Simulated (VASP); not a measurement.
Wanted: the native input for a VASP 6.6.1 run.

* Task: electric field gradients
* Functional: PBEsol
* Potentials or basis: VASP PAW PBE potentials, release 64 (Na_pv, H)
* Cutoff: 520 eV
* k mesh: 9 × 9 × 9
* Occupations: fermi-dirac, width 0.03 eV
* Spin: no spin polarisation
* Dipole correction: no
* Further INCAR settings: ALGO = Normal; EDIFF = 1e-08; NBANDS = 11

The structure of NaH lies in POSCAR:

```
NaH
1.0
    0.0000000000      2.4400000000      2.4156000000
    2.4400000000      0.0000000000      2.4156000000
    2.4400000000      2.4400000000      0.0000000000
Na H
1 1
Direct
    0.0000000000      0.0000000000      0.0000000000
    0.5000000000      0.5000000000      0.5000000000
```

This cell differs from its parent crystal: zz strain of -1 %.

One way to write it, as run:

INCAR

```
SYSTEM = NaH
PREC = Accurate
ENCUT = 520
EDIFF = 1E-8
ISMEAR = -1
SIGMA = 0.03
LREAL = .FALSE.
LASPH = .TRUE.
NELM = 60
ALGO = Normal
ISIF = 2
LWAVE = .FALSE.
LCHARG = .FALSE.
GGA = PS
LEFG = .TRUE.
NBANDS = 11
```

KPOINTS

```
regular mesh
0
G
  9 9 9
  0 0 0
```

Potentials or basis: VASP PAW PBE potentials, release 64 (Na_pv, H).

The run is started by

```sh
$ cat potpaw_PBE.64/Na_pv/POTCAR potpaw_PBE.64/H/POTCAR > POTCAR
$ mpirun -np 1 vasp_std > vasp.out
```

Results of the run:

The pressure is -1.0 GPa and the band gap on the k mesh is 3.82 eV, indirect (least direct gap 4.57 eV).

Caveat: the cell differs from its parent crystal (zz strain of -1 %); without QUAD_EFG the Cq values of the log hold for a quadrupole moment of 1 mb, not for the nuclei; the PAW data sets were made with another functional, which shifts forces and pressure a little.

Run time: 19 s on 1 thread of Intel(R) Xeon(R) Platinum 8488C (Sapphire Rapids), on a shared host, peak memory 0.13 GiB.
